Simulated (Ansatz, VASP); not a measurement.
# Two plane-wave programs on Os

```xyz
2
Lattice="0.0000 2.8157 2.8157 2.8157 0.0000 2.8157 2.8157 2.8157 0.0000" Properties=species:S:1:pos:R:3 pbc="T T T"
Os    0.7039    0.7039    0.7039
Os    4.9275    4.9275    4.9275
```

Alike in both runs: task single point; functional BLYP; k mesh 11 × 11 × 11; occupations fermi-dirac, width 0.1 eV; no spin polarisation.

|  | VASP | Ansatz |
| --- | --- | --- |
| version | VASP 6.6.1 | Ansatz 0.2.0 |
| potentials or method | VASP PAW PBE potentials, release 64 (Os), cutoff 520 eV | plane waves (420 eV) with PAW, scalar-relativistic |
| valence electrons in the cell | 16 | 32 |

```csv
,VASP,Ansatz,Ansatz less VASP
pressure (GPa),0.5,0.0,-0.45
```

VASP's potentials were made for PBE, not for BLYP. With one functional, cell and mesh, what is left measures potentials, basis and numerics. VASP's potentials hold 16 valence electrons a cell and Ansatz's 32, so a difference there can come from the potentials and not from the codes.

Spin-orbit coupling is off throughout.
